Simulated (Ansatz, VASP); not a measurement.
## One calculation of SiP5, two programs

```xyz
6
Lattice="4.6134 0.0000 0.0000 -2.3067 3.9953 0.0000 0.0000 0.0000 5.1646" Properties=species:S:1:pos:R:3 pbc="T T T"
Si    0.0000    0.0000    0.0000
P     0.0000    2.6635    1.4726
P     2.3067    1.3318    1.4726
P     2.3067    1.3318    3.6920
P     0.0000    2.6635    3.6920
P     0.0000    0.0000    2.5823
```

Alike in both runs: functional PBE; k mesh 4 × 4 × 3; occupations gaussian, width 0.2 eV; no spin polarisation.

Ansatz relaxed the structure, and its values are those at the end. VASP's run is a single point on that final structure, the one shown.

|  | VASP | Ansatz |
| --- | --- | --- |
| version | VASP 6.6.1 | Ansatz 0.2.0 |
| potentials or method | VASP PAW PBE potentials, release 64 (Si, P), cutoff 500 eV | scalar-relativistic, plane waves, PAW |
| valence electrons in the cell | 29 | 29 |

|  | VASP | Ansatz | Ansatz less VASP |
| --- | --- | --- | --- |
| gap on the k mesh at the Fermi level (eV) | none | none | - |
| pressure (GPa) | -0.2 | -0.1 | +0.15 |
| rms of the force components (eV/Å) | 0.028 | 0.003 | -0.0251 |

A gap of «none» marks a metal or a gap that the smearing closes. The functional is the same, so the differences come from potentials, cutoffs and numerics.

The k mesh is coarse, so the values compare programs but aren't converged.
